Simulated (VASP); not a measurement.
Wanted: the native input for a VASP 6.6.1 run.

```yaml
Task: single point
Functional: PBE
Potentials_or_basis: VASP PAW PBE potentials, release 64 (Li_sv, Zr_sv, N)
Cutoff: 520 eV
k_mesh: 6 × 6 × 2
Occupations: gaussian, width 0.1 eV
Spin: no spin polarisation
Dipole_correction: no
Further_INCAR_settings: ALGO = Normal; EDIFF = 1e-06; NBANDS = 24
```

The structure of Li3ZrN2 lies in POSCAR:

```
Li3ZrN2
1.0
    3.4434874215      0.0000000000      0.0000000000
   -1.7217437107      2.9821475846      0.0000000000
    0.0000000000      0.0000000000      8.3013751444
Li Zr N
3 1 2
Direct
    0.6666666667      0.3333333333      0.7592119448
    0.6666666667      0.3333333333      0.2407880552
    0.6666666667      0.3333333333      0.5000000000
    0.3333333333      0.6666666667      0.0000000000
    0.3333333333      0.6666666667      0.2449083002
    0.3333333333      0.6666666667      0.7550916998
```

The cell was built from a structure type or drawn by symmetry, and may not be a known phase.

The input as run:

INCAR

```
ALGO = Normal ; EDIFF = 1E-6
ENCUT = 520 ; GGA = PE
ISIF = 2 ; ISMEAR = 0
LASPH = True ; LCHARG = True
LELF = True ; LREAL = False
LVHAR = True ; LWAVE = False
NBANDS = 24 ; NELM = 100
PREC = Accurate ; SIGMA = 0.1
```

KPOINTS

```
k-points
0
Gamma
  6 6 2
```

Potentials or basis: VASP PAW PBE potentials, release 64 (Li_sv, Zr_sv, N).

Run with:

```console
$ cat potpaw_PBE.64/Li_sv/POTCAR potpaw_PBE.64/Zr_sv/POTCAR potpaw_PBE.64/N/POTCAR > POTCAR
$ mpirun -np 1 vasp_std > vasp.out
```

Results of the run:

| Property | Result |
| --- | --- |
| Largest force | 0.029 eV/Å |
| Band gap on the k mesh | zero (an odd number of electrons rules out a gap without spin polarisation) |

Caveat: the k points lie up to 0.38 Å⁻¹ apart, too coarse for converged energies and pressures of a metal.

It took 46 s on 1 thread of Intel(R) Xeon(R) Platinum 8259CL CPU @ 2.50GHz (Skylake/Cascade Lake), on a shared host, peak memory 0.22 GiB.
